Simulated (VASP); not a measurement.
Set up this calculation in VASP 6.6.1, as the native input.

| Item | Value |
| --- | --- |
| Task | single point |
| Functional | PBEsol |
| Potentials or basis | VASP PAW PBE potentials, release 64 (Ni, O) |
| Cutoff | 520 eV |
| k mesh | 8 × 8 × 14 |
| Occupations | gaussian, width 0.15 eV |
| Spin | no spin polarisation |
| Dipole correction | no |
| Further INCAR settings | ALGO = Normal; EDIFF = 1e-06; NBANDS = 36 |

The structure of Ni3O4 lies in POSCAR:

```
Ni3O4
1.0
    2.9242323582     -3.9238236797      0.0000000000
    2.9242323582      3.9238236797      0.0000000000
    0.0000000000      0.0000000000      2.8472645958
Ni O
3 4
Direct
    0.5000000000      0.0000000000      0.5000000000
    0.0000000000      0.5000000000      0.5000000000
    0.0000000000      0.0000000000      0.0000000000
    0.7878888826      0.7878888826      0.5000000000
    0.2121111174      0.2121111174      0.5000000000
    0.2371644473      0.7628355527      0.0000000000
    0.7628355527      0.2371644473      0.0000000000
```

One way to write it, as run:

INCAR

```
SYSTEM = Ni3O4
  PREC = Accurate
  ENCUT = 520
  EDIFF = 1E-6
  ISMEAR = 0
  SIGMA = 0.15
  LREAL = .FALSE.
  LASPH = .TRUE.
  NELM = 80
  ALGO = Normal
  ISIF = 2
  LWAVE = .FALSE.
  LCHARG = .FALSE.
  GGA = PS
  NBANDS = 36
```

KPOINTS

```
regular mesh
0
G
  8 8 14
  0 0 0
```

Potentials or basis: VASP PAW PBE potentials, release 64 (Ni, O).

The run is started by

```bash
$ cat potpaw_PBE.64/Ni/POTCAR potpaw_PBE.64/O/POTCAR > POTCAR
$ mpirun -np 1 vasp_std > vasp.out
```

It gave:

The pressure is 0.3 GPa, the largest force is 0.057 eV/Å and the band gap on the k mesh is zero (bands 27 and 28 overlap by 0.33 eV).

Caveat: the PAW data sets were made with another functional, which shifts forces and pressure a little; the run has no spin polarisation, though such a crystal can be magnetic; semilocal functionals often make such compounds metallic where correlation or magnetic order opens a gap, which also shifts bond lengths.

Run time: 9.1 min on 1 thread of AMD EPYC 7R13 Processor (Zen 3), with other jobs on the host, peak memory 0.37 GiB.
